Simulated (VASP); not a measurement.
Wanted: the native input for a VASP 6.6.1 run.

```yaml
Task: single point
Functional: PBEsol
Potentials_or_basis: VASP PAW PBE potentials, release 64 (Ba_sv, Ti_sv, O)
Cutoff: 520 eV
k_mesh: 8 × 8 × 8
Occupations: fermi-dirac, width 0.05 eV
Spin: no spin polarisation
Dipole_correction: no
Further_INCAR_settings: ALGO = Normal; EDIFF = 1e-07; NBANDS = 28
```

The structure of BaTiO3 lies in POSCAR:

```
BaTiO3
1.0
    3.9841000000      0.0000000000      0.0000000000
    0.0000000000      2.8370500000      2.8742580000
    0.0000000000     -2.8370500000      2.8742580000
Ba Ti O
1 1 3
Direct
    0.0000000000      0.0000000000      0.0000000000
    0.5000000000      0.5079000000      0.5079000000
    0.0000000000      0.4921000000      0.4921000000
    0.5000000000      0.5025100000      0.9937100000
    0.5000000000      0.9937100000      0.5025100000
```

This cell differs from its parent crystal: zz strain of +1 %.

These files were run (other wordings do the same):

INCAR

```
ALGO     = Normal         # electronic algorithm
EDIFF    = 1E-7           # SCF threshold, eV
ENCUT    = 520            # plane-wave cutoff, eV
GGA      = PS             # functional
ISIF     = 2              # what is computed and relaxed
ISMEAR   = -1             # smearing method
LASPH    = True           # aspherical terms in the spheres
LCHARG   = True           # write CHGCAR
LELF     = True           # ELF
LREAL    = False          # projectors in reciprocal space
LVHAR    = True         
LWAVE    = False          # write WAVECAR
NBANDS   = 28             # bands
NELM     = 60             # most SCF steps
PREC     = Accurate       # precision mode
SIGMA    = 0.05           # smearing width, eV
```

KPOINTS

```
k-points
0
Gamma
  8 8 8
```

Potentials or basis: VASP PAW PBE potentials, release 64 (Ba_sv, Ti_sv, O).

Run with:

```console
$ cat potpaw_PBE.64/Ba_sv/POTCAR potpaw_PBE.64/Ti_sv/POTCAR potpaw_PBE.64/O/POTCAR > POTCAR
$ mpirun -np 1 vasp_std > vasp.out
```

Results of the run:

```
Pressure               : -4.1 GPa
Largest force          : 0.260 eV/Å
Band gap on the k mesh : 1.70 eV (least direct gap 1.87 eV)
```

Caveat: the cell differs from its parent crystal (zz strain of +1 %); the cell stands under tension; the PAW data sets were made with another functional, which shifts forces and pressure a little; spin-orbit coupling is left out, which moves the levels of the heavy elements.

Wall time 72 s on 1 thread of AMD EPYC 9R45 96-Core Processor (Zen 5), on a shared host, peak memory 0.28 GiB.
